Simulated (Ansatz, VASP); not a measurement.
# AgB2 in VASP and in Ansatz

```
Ag B
1.0
     3.02230    0.00000    0.00000
    -1.51115    2.61739    0.00000
     0.00000    0.00000    4.05805
Ag B
1 2
Direct
  0.00000 0.00000 0.00000
  0.33333 0.66667 0.50000
  0.66667 0.33333 0.50000
```

Alike in both runs: task relaxation of cell and atoms; functional LDA; k mesh 18 × 18 × 10; occupations gaussian, width 0.1 eV; no spin polarisation.

```csv
,VASP,Ansatz
version,VASP 6.6.1,Ansatz 0.2.0
potentials or method,"VASP PAW LDA potentials, release 64 (Ag, B), cutoff 600 eV","scalar-relativistic, plane waves, PAW"
valence electrons in the cell,17,25
```

```tsv
	VASP	Ansatz	Ansatz less VASP
gap on the k mesh at the Fermi level, each at its own relaxed structure (eV)	none	none	-
relaxed volume (Å³/atom)	10.03	10.02	-0.009
relaxed cell length with the largest relative difference (Å)	2.981	2.980	-0.0012
```

LDA's correlation is that of Perdew and Zunger in VASP and of Perdew and Wang (1992) in Ansatz. A gap of «none» marks a metal or a gap that the smearing closes. VASP's potentials hold 17 valence electrons a cell and Ansatz's 25, so a difference there can come from the potentials and not from the codes.
